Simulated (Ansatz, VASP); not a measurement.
# Yb in VASP and in Ansatz

```
CELL_PARAMETERS angstrom
0.00000 2.60022 2.60022
2.60022 0.00000 2.60022
2.60022 2.60022 0.00000
ATOMIC_POSITIONS crystal
Yb 0.00000 0.00000 0.00000
```

Alike in both runs: functional r2SCAN; k mesh 14 × 14 × 14; occupations gaussian, width 0.1 eV; no spin polarisation.

Ansatz relaxed the structure, and its values are those at the end. VASP's run is a single point on that final structure, the one shown.

|  | VASP | Ansatz |
| --- | --- | --- |
| version | VASP 6.6.1 | Ansatz 0.2.0 |
| potentials or method | VASP PAW PBE potentials, release 64 (Yb), cutoff 520 eV | scalar-relativistic, plane waves, PAW |
| valence electrons in the cell | 24 | 24 |

```tsv
	VASP	Ansatz	Ansatz less VASP
gap on the k mesh at the Fermi level (eV)	0.02	0.03	+0.010
least direct gap on the mesh (eV)	0.14	0.16	+0.020
pressure (GPa)	-0.1	0.0	+0.04
```

VASP's potentials were made for PBE, not for r2SCAN.

Neither program's run includes spin-orbit coupling.
